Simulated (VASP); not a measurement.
Wanted: the native input for a VASP 6.6.1 run.

```
Task                   : single point
Functional             : BLYP
Dispersion             : D3(BJ)
Potentials or basis    : VASP PAW PBE potentials, release 64 (Re)
Cutoff                 : 520 eV
k mesh                 : 11 × 11 × 6
Occupations            : fermi-dirac, width 0.05 eV
Spin                   : no spin polarisation
Dipole correction      : no
Further INCAR settings : ALGO = Fast; EDIFF = 1e-07; NBANDS = 14
```

The structure of Re lies in POSCAR:

```
Re
1.0
    2.7234873179      0.0000000000      0.0000000000
   -1.3617436590      2.3586092042      0.0000000000
    0.0000000000      0.0000000000      4.3979466679
Re
2
Direct
    0.6666666667      0.3333333333      0.7500000000
    0.3333333333      0.6666666667      0.2500000000
```

The input as run:

INCAR

```
PREC     = Accurate       # precision mode
ENCUT    = 520            # plane-wave cutoff, eV
EDIFF    = 1E-7           # SCF threshold, eV
ISMEAR   = -1             # smearing method
SIGMA    = 0.05           # smearing width, eV
LREAL    = False          # projectors in reciprocal space
LASPH    = True           # aspherical terms in the spheres
NELM     = 60             # most SCF steps
ALGO     = Fast           # electronic algorithm
ISIF     = 2              # what is computed and relaxed
LWAVE    = False          # write WAVECAR
LCHARG   = True           # write CHGCAR
GGA      = B5             # functional
ALDAX    = 1.0          
AGGAX    = 1.0          
AGGAC    = 1.0          
ALDAC    = 0.0          
IVDW     = 12             # dispersion correction
VDW_S6   = 1.0          
VDW_S8   = 2.6996       
VDW_A1   = 0.4298       
VDW_A2   = 4.2359       
LELF     = True           # ELF
LVHAR    = True         
NBANDS   = 14             # bands
```

KPOINTS

```
Automatic mesh
0
Gamma
  11 11 6
```

Potentials or basis: VASP PAW PBE potentials, release 64 (Re).

Launch:

```console
$ cat potpaw_PBE.64/Re/POTCAR > POTCAR
$ mpirun -np 1 vasp_std > vasp.out
```

Results of the run:

The pressure is 21.3 GPa. The band gap on the k mesh is zero (band 7 reaches 10.75 eV, above the bottom of band 8 at 7.14 eV) and the dispersion energy per atom is -1.663 eV.

Caveat: the PAW data sets were made with another functional, which shifts forces and pressure a little; spin-orbit coupling is left out, which moves the levels of the heavy elements; pairwise dispersion overbinds metals, which lowers pressure and volume.

It took 32 s on 1 thread of Intel(R) Xeon(R) Platinum 8375C CPU @ 2.90GHz (Ice Lake) (shared host), peak memory 0.16 GiB.
